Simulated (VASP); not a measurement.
# Cu (Fm-3m) in VASP: single point with PBE

Aim: the single point of Cu with PBE.

Everything below comes from runs of VASP 6.6.1. Logs are shortened: lines on timing, memory, paths and dates and some standing lists are left out, and cuts for length are marked.

### 1 The cell of the first run

It takes space group Fm-3m (No. 225, cubic). Conventional cell: a = 3.630 Å, b = 3.630 Å, c = 3.630 Å, α = 90.00°, β = 90.00°, γ = 90.00°. Within 3.4 Å of Cu (site symmetry m-3m) lie 12 Cu at 2.57 Å.

### 2 Single point, PBE

File INCAR:

```
ALGO = Normal ; EDIFF = 1E-6
ENCUT = 520 ; GGA = PE
ISIF = 2 ; ISMEAR = -1
LASPH = True ; LCHARG = True
LELF = True ; LREAL = False
LVHAR = True ; LWAVE = False
NBANDS = 18 ; NELM = 80
PREC = Accurate ; SIGMA = 0.05
```

File KPOINTS:

```
k-points
0
Gamma
  16 11 16
```

File POSCAR:

```
Cu
1.0
   -1.8147567956      1.8147567956      0.0000000000
    0.0000000000      0.0000000000      3.6295135912
    1.8147567956      1.8147567956      0.0000000000
Cu
2
Direct
    0.0000000000      0.0000000000      0.0000000000
    0.5000000000      0.5000000000      0.5000000000
```

Potentials or basis: VASP PAW PBE potentials, release 64 (Cu).

Started as:

```sh
> cat potpaw_PBE.64/Cu/POTCAR > POTCAR
> mpirun -np 1 vasp_std > vasp.out
```

OUTCAR:

```text
EDIFF = 1E-6
   ENCUT = 520
   GGA = PE
   ISIF = 2
   ISMEAR = -1
   LASPH = True
   LREAL = False
   NELM = 80
   PREC = Accurate

 ion  position               nearest neighbor table
   1  0.000  0.000  0.000-   2 2.57   2 2.57   2 2.57   2 2.57   2 2.57   2 2.57   2 2.57   2 2.57

   2  0.500  0.500  0.500-   1 2.57   1 2.57   1 2.57   1 2.57   1 2.57   1 2.57   1 2.57   1 2.57

  LATTYP: Found a simple tetragonal cell.
 ALAT       =     2.5664536727
 C/A-ratio  =     1.4142135624

  Lattice vectors:

 A1 = (   1.8147567956,  -1.8147567956,   0.0000000000)
 A2 = (   1.8147567956,   1.8147567956,   0.0000000000)
 A3 = (   0.0000000000,   0.0000000000,   3.6295135912)

Analysis of symmetry for initial positions (statically):
=====================================================================
 Subroutine PRICEL returns following result:

  LATTYP: Found a face centered cubic cell.
 ALAT       =     3.6295135912

  Lattice vectors:

 A1 = (   1.8147567956,   0.0000000000,   1.8147567956)
 A2 = (   1.8147567956,   1.8147567956,   0.0000000000)
 A3 = (   0.0000000000,   1.8147567956,   1.8147567956)

   2 primitive cells build up your supercell.

 Routine SETGRP: Setting up the symmetry group for a
 simple tetragonal supercell.

 Subroutine GETGRP returns: Found 16 space group operations
 (whereof 16 operations were pure point group operations)
 out of a pool of 16 trial point group operations.

The static configuration has the point symmetry D_4h.

Analysis of symmetry for dynamics (positions and initial velocities):
=====================================================================
 Subroutine PRICEL returns following result:

  LATTYP: Found a face centered cubic cell.
 ALAT       =     3.6295135912

  Lattice vectors:

 A1 = (   1.8147567956,   0.0000000000,   1.8147567956)
 A2 = (   1.8147567956,   1.8147567956,   0.0000000000)
 A3 = (   0.0000000000,   1.8147567956,   1.8147567956)

   2 primitive cells build up your supercell.

 Routine SETGRP: Setting up the symmetry group for a
 simple tetragonal supercell.

 Subroutine GETGRP returns: Found 16 space group operations
 (whereof 16 operations were pure point group operations)
 out of a pool of 16 trial point group operations.

The dynamic configuration has the point symmetry D_4h.

 Subroutine INISYM returns: Found 16 space group operations
 (whereof 16 operations are pure point group operations),
 and found     2 'primitive' translations

----------------------------------------------------------------------------------------

                                     Primitive cell

  volume of cell :      11.9532

  direct lattice vectors                    reciprocal lattice vectors
     1.814756796  0.000000000  1.814756796     0.275519012 -0.275519012  0.275519012
     1.814756796  1.814756796  0.000000000     0.275519012  0.275519012 -0.275519012
     0.000000000  1.814756796  1.814756796    -0.275519012  0.275519012  0.275519012

  length of vectors
     2.566453673  2.566453673  2.566453673     0.477212928  0.477212928  0.477212928

  position of ions in fractional coordinates (direct lattice)
     0.000000000  0.000000000  0.000000000

  ion indices of the primitive-cell ions
   primitive index   ion index
                 1           1

----------------------------------------------------------------------------------------

 KPOINTS: k-points

Automatic generation of k-mesh.
 Grid dimensions read from file:
 generate k-points for:   16   11   16

 Generating k-lattice:

  Cartesian coordinates                     Fractional coordinates (reciprocal lattice)
    -0.017219938  0.017219938  0.000000000     0.062500000  0.000000000  0.000000000
     0.000000000  0.000000000  0.025047183     0.000000000  0.090909091  0.000000000
     0.017219938  0.017219938  0.000000000     0.000000000  0.000000000  0.062500000

  Length of vectors
     0.024352670  0.025047183  0.024352670

  Shift w.r.t. Gamma in fractional coordinates (k-lattice)
     0.000000000  0.000000000  0.000000000

 Subroutine IBZKPT returns following result:
 ===========================================

 Found    270 irreducible k-points:

 Following reciprocal coordinates:
            Coordinates               Weight
  0.000000  0.000000  0.000000      1.000000
  0.062500  0.000000  0.000000      4.000000
  0.125000  0.000000  0.000000      4.000000
  0.187500  0.000000  0.000000      4.000000
  0.250000  0.000000  0.000000      4.000000
  0.312500  0.000000  0.000000      4.000000
[... 16 lines left out ...]
  0.250000  0.181818  0.000000      8.000000
  0.312500  0.181818  0.000000      8.000000
 [... further k-points ...]
   k-points           NKPTS =    270   k-points in BZ     NKDIM =    270   number of bands    NBANDS=     18
   number of dos      NEDOS =    301   number of ions     NIONS =      2
   total plane-waves  NPLWV =  11200
   dimension x,y,z NGX =    20 NGY =   28 NGZ =   20
   dimension x,y,z NGXF=    40 NGYF=   56 NGZF=   40
   ions per type =               2
   NGX,Y,Z   is equivalent  to a cutoff of  12.96, 12.83, 12.96 a.u.
   NGXF,Y,Z  is equivalent  to a cutoff of  25.91, 25.65, 25.91 a.u.
 SYSTEM =  unknown system
   PREC   = accura    normal or accurate (medium, high low for compatibility)
   ISTART =      0    job   : 0-new  1-cont  2-samecut
   ICHARG =      2    charge: 1-file 2-atom 10-const
   ISPIN  =      1    spin polarized calculation?
   LNONCOLLINEAR =      F non collinear calculations
   LSORBIT =      F    spin-orbit coupling
   LASPH  =      T    aspherical Exc in radial PAW
   ENCUT  =  520.0 eV  38.22 Ry    6.18 a.u.   4.77  6.75  4.77*2*pi/ulx,y,z
   NELM   =     80;   NELMIN=  2; NELMDL= -5     # of ELM steps
   EDIFF  = 0.1E-05   stopping-criterion for ELM
   LREAL  =      F    real-space projection
   EDIFFG = 0.1E-04   stopping-criterion for IOM
   NSW    =      0    number of steps for IOM
   IBRION =     -1    ionic relax: 0-MD 1-quasi-New 2-CG
   NFREE  =      0    steps in history (QN), initial steepest desc. (CG)
   ISIF   =      2    stress and relaxation
   ISYM   =      2    0-nonsym 1-usesym 2-fastsym
   POTIM  = 0.5000    time-step for ionic-motion
   TEBEG  =    0.0;   TEEND  =   0.0 temperature during run
   PSTRESS=    0.0 pullay stress
   NELECT =      22.0000    total number of electrons
   NUPDOWN=      -1.0000    fix difference up-down
   EMIN   =  10.00;   EMAX   =-10.00  energy-range for DOS
   EFERMI =   0.00;   METHOD = LEGACY
   ISMEAR =    -1;   SIGMA  =   0.05  broadening in eV -4-tet -1-fermi 0-gaus
   EFERMI_NEDOS =   21; number of points for ismear=-14 and -15
   IALGO  =     38    algorithm
   IMIX   =      4    mixing-type and parameters
     AMIX     =   0.40;   BMIX     =  1.00
     AMIX_MAG =   1.60;   BMIX_MAG =  1.00
  volume/ion in A,a.u.               =      11.95        80.66
  Fermi-wavevector in a.u.,A,eV,Ry     =   1.592370  3.009143 34.499503  2.535642
  Thomas-Fermi vector in A             =   2.690766
   LORBIT       =      0    0 simple, 1 ext, 2 COOP (PROOUT), +10 PAW based schemes
   GGA     = PE    functional components
   LHFCALC =     F    Hartree Fock is set to
   AEXX    =    0.0000 exact exchange contribution
   IVDW    =     0    specifies the selected vdW correction
   LEPSILON=     F    determine dielectric tensor
   LRPA    =     F    only Hartree local field effects (RPA)
 non-spin polarized calculation
  energy-cutoff  :      520.00
  volume of cell :       23.91
 maximum number of plane-waves:       664
 NGX is ok and might be reduce to    20
   NGX =  9   NGY = 13   NGZ =  9

 number of electron      21.9999947 magnetization

 Free energy of the ion-electron system (eV)
  ---------------------------------------------------
  ext. energy  EPLUGINS =         0.00000000
  ---------------------------------------------------
  free energy    TOTEN  =        -7.45763200 eV

  energy without entropy =       -7.45182800  energy(sigma->0) =       -7.45473000

 E-fermi :   7.4313     XC(G=0): -12.6559

 val. band max:        7.4198457045   @ k =   0.5000   0.2727   0.1250
 cond. band min:       7.4458977639   @ k =   0.1875   0.2727   0.0000
 fundamental gap:      0.0260520594
 Fermi energy:         7.4313174198

 k-point     1 :       0.0000    0.0000    0.0000
  band No.  band energies     occupation
      1      -1.8225      2.00000
      2       2.6288      2.00000
      3       3.0821      2.00000
      4       4.4480      2.00000
      5       4.4480      2.00000
      6       4.4499      2.00000
[... 10 lines left out ...]
     17      27.4984      0.00000
     18      29.9354      0.00000

 k-point     2 :       0.0625    0.0000    0.0000
  band No.  band energies     occupation
      1      -1.7283      2.00000
      2       2.6724      2.00000
      3       3.1081      2.00000
      4       4.4262      2.00000
      5       4.4644      2.00000
      6       4.4714      2.00000
[... 10 lines left out ...]
     17      28.1935      0.00000
     18      29.4782      0.00000

 k-point     3 :       0.1250    0.0000    0.0000
  band No.  band energies     occupation
      1      -1.4482      2.00000
      2       2.7964      2.00000
      3       3.1830      2.00000
      4       4.3643      2.00000
      5       4.5126      2.00000
      6       4.5276      2.00000
[... 10 lines left out ...]
     17      27.9477      0.00000
     18      29.0049      0.00000

 k-point     4 :       0.1875    0.0000    0.0000
  band No.  band energies     occupation
      1      -0.9900      2.00000
      2       2.9815      2.00000
      3       3.2971      2.00000
      4       4.2729      2.00000
      5       4.5903      2.00000
      6       4.5914      2.00000
[... 375 lines left out ...]
      4       4.2503      2.00000
      5       4.5984      2.00000
      6       4.5993      2.00000
[... 10 lines left out ...]
     17      26.4339      0.00000
     18      30.2412      0.00000

 k-point    23 :       0.2500    0.1818    0.0000
  band No.  band energies     occupation
      1      -0.0186      2.00000
      2       3.1592      2.00000
      3       3.5303      2.00000
      4       4.1921      2.00000
      5       4.5634      2.00000
      6       4.6099      2.00000
[... 10 lines left out ...]
     17      26.7370      0.00000
     18      28.4357      0.00000

 k-point    24 :       0.3125    0.1818    0.0000
  band No.  band energies     occupation
      1       0.6930      2.00000
      2       3.2465      2.00000
      3       3.6988      2.00000
      4       4.1547      2.00000
      5       4.4227      2.00000
      6       4.5774      2.00000
[... 10 lines left out ...]
     17      26.5918      0.00000
     18      27.1131      0.00000

 [... further k-points ...]
[... 5 lines left out ...]
  --------------------------------------------------------------------------------------
  -------------------------------------------------------------------------------------
  Total        0.1525785      0.1525785      0.0895758      0.0000000      0.0000000      0.0000000
  in kB       10.2255936     10.2255936      6.0032428      0.0000000      0.0000000      0.0000000
  external PRESSURE =       8.8181433 kB  Pullay stress =       0.0000000 kB

 VOLUME and BASIS-vectors are now :
 -----------------------------------------------------------------------------
  energy-cutoff  :      520.00
  volume of cell :       23.91
      direct lattice vectors                 reciprocal lattice vectors
    -1.814756796  1.814756796  0.000000000    -0.275519012  0.275519012  0.000000000
     0.000000000  0.000000000  3.629513591     0.000000000  0.000000000  0.275519012
     1.814756796  1.814756796  0.000000000     0.275519012  0.275519012  0.000000000

 POSITION                                       TOTAL-FORCE (eV/Angst)
 -----------------------------------------------------------------------------------
      0.00000      0.00000      0.00000         0.000000     -0.000000     -0.000000
      0.00000      1.81476      1.81476         0.000000      0.000000      0.000000
 -----------------------------------------------------------------------------------
    total drift:                                0.000000     -0.000000      0.000000

  FREE ENERGIE OF THE ION-ELECTRON SYSTEM (eV)
  ---------------------------------------------------
  free  energy   TOTEN  =        -7.4576320011 eV

  energy  without entropy=       -7.4518279994  energy(sigma->0) =       -7.45473000
```

It took 34 s on 1 thread of AMD EPYC 9R45 (Zen 5), shared host; peak memory 0.17 GiB.

Results:

- Free energy: -7.4576 eV
- Pressure: 0.9 GPa
- Band gap on the k mesh: zero (band 11 reaches 12.97 eV, above the bottom of band 12 at 5.56 eV)

Levels at points of the mesh, in eV from the Fermi level:
```
           k point  band 7  band 8  band 9  band 10  band 11  band 12  band 13  band 14  band 15  band 16
(0.00, 0.00, 0.00)   -2.18   -2.17   -1.64    -1.48    -1.48     1.51     7.04    13.00    13.00    17.46
(0.50, 0.00, 0.00)   -2.49   -2.49   -2.18    -2.18    -0.31    -0.31     9.64     9.64    10.82    10.82
(0.50, 0.00, 0.50)   -1.48   -1.48   -1.48    -1.48     1.51     1.51     7.04     7.04    12.99    12.99
```
